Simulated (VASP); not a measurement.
Write the native input for VASP 6.6.1 that does the following.

```
Task                   : single point
Functional             : PBEsol
Potentials or basis    : VASP PAW PBE potentials, release 64 (Cs_sv, Cl)
Cutoff                 : 500 eV
k mesh                 : 6 × 6 × 6
Occupations            : fermi-dirac, width 0.03 eV
Spin                   : no spin polarisation
Dipole correction      : no
Further INCAR settings : ALGO = Normal; EDIFF = 1e-06; NBANDS = 15
```

The structure of CsCl lies in POSCAR:

```
CsCl
1.0
    4.1230000000      0.0206150000      0.0206150000
    0.0206150000      4.1230000000      0.0206150000
    0.0206150000      0.0206150000      4.1230000000
Cs Cl
1 1
Direct
    0.0000000000      0.0000000000      0.0000000000
    0.5000000000      0.5000000000      0.5000000000
```

This cell differs from its parent crystal: equal xy, yz and zx shear strains of +1 %.

One way to write it, as run:

INCAR

```
SYSTEM = CsCl
PREC = Accurate
ENCUT = 500
EDIFF = 1E-6
ISMEAR = -1
SIGMA = 0.03
LREAL = .False.
LASPH = .True.
NELM = 120
ALGO = Normal
ISIF = 2
LWAVE = .False.
LCHARG = .False.
GGA = PS
NBANDS = 15
GGA_COMPAT = .False.
```

KPOINTS

```
Automatic mesh
0
Gamma
  6 6 6
  0 0 0
```

Potentials or basis: VASP PAW PBE potentials, release 64 (Cs_sv, Cl).

Run with:

```bash
$ cat potpaw_PBE.64/Cs_sv/POTCAR potpaw_PBE.64/Cl/POTCAR > POTCAR
$ mpirun -np 1 vasp_std > vasp.out
```

It gave:

| Quantity | Value |
| --- | --- |
| Pressure | -0.6 GPa |
| Band gap on the k mesh | 5.04 eV, direct |

Caveat: the cell differs from its parent crystal (equal xy, yz and zx shear strains of +1 %); the PAW data sets were made with another functional, which shifts forces and pressure a little; spin-orbit coupling is left out, which moves the levels of the heavy elements.

Run time: 43 s on 1 thread of AMD EPYC 7R13, with other jobs on the host, peak memory 0.15 GiB.
